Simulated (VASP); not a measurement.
**Al: single point with PBE**

Crystal: Al.

```xyz
4
Lattice="-1.6175 1.6175 -1.6175 -1.6175 -1.6175 1.6175 -1.2940 6.4698 6.4698" Properties=species:S:1:pos:R:3 pbc="T T T"
Al    0.0000    5.6611    5.6611
Al   -1.6175    0.8087    0.8087
Al    0.0000    2.4262    2.4262
Al   -1.6175    4.0437    4.0437
```

```yaml
Program: VASP 6.6.1
Task: single point
Functional: PBE
Potentials_or_basis: VASP PAW PBE potentials, release 64 (Al)
Cutoff: 520 eV
k_mesh: 16 × 16 × 5
Occupations: gaussian, width 0.15 eV
Spin: no spin polarisation
Dipole_correction: no
Further_INCAR_settings: ALGO = Fast; EDIFF = 1e-07; NBANDS = 14
```

The pressure is 4.1 GPa. The largest force is 2.411 eV/Å and the band gap on the k mesh is zero (bands 6 and 7 overlap by 6.52 eV).

Forces in eV/Å, atoms in the order of the input:
```
Al  -0.413 -1.680 -1.680
Al   0.413  1.680  1.680
Al  -0.015 -0.062 -0.062
Al   0.015  0.062  0.062
```

Stress tensor (GPa, compression positive):
```
0.09 1.37 1.37
1.37 6.03 5.31
1.37 5.31 6.03
```

Levels at points of the mesh, in eV from the Fermi level:
```tsv
k point	band 4	band 5	band 6	band 7	band 8	band 9
(0.00, 0.00, 0.00)	-4.25	-3.77	3.93	4.31	8.31	8.53
(0.50, 0.00, 0.00)	-4.59	-3.58	-2.92	-0.51	-0.01	2.20
(0.50, 0.50, 0.00)	-2.52	-2.19	-2.10	1.44	1.87	2.21
```

Wall time 5.9 min on 1 thread of Intel Xeon 8259CL, on a shared host, peak memory 0.37 GiB.

Caveat: the cell stands under pressure; forces of over 1 eV/Å act on the atoms, so gaps and moduli don't describe the material at rest.
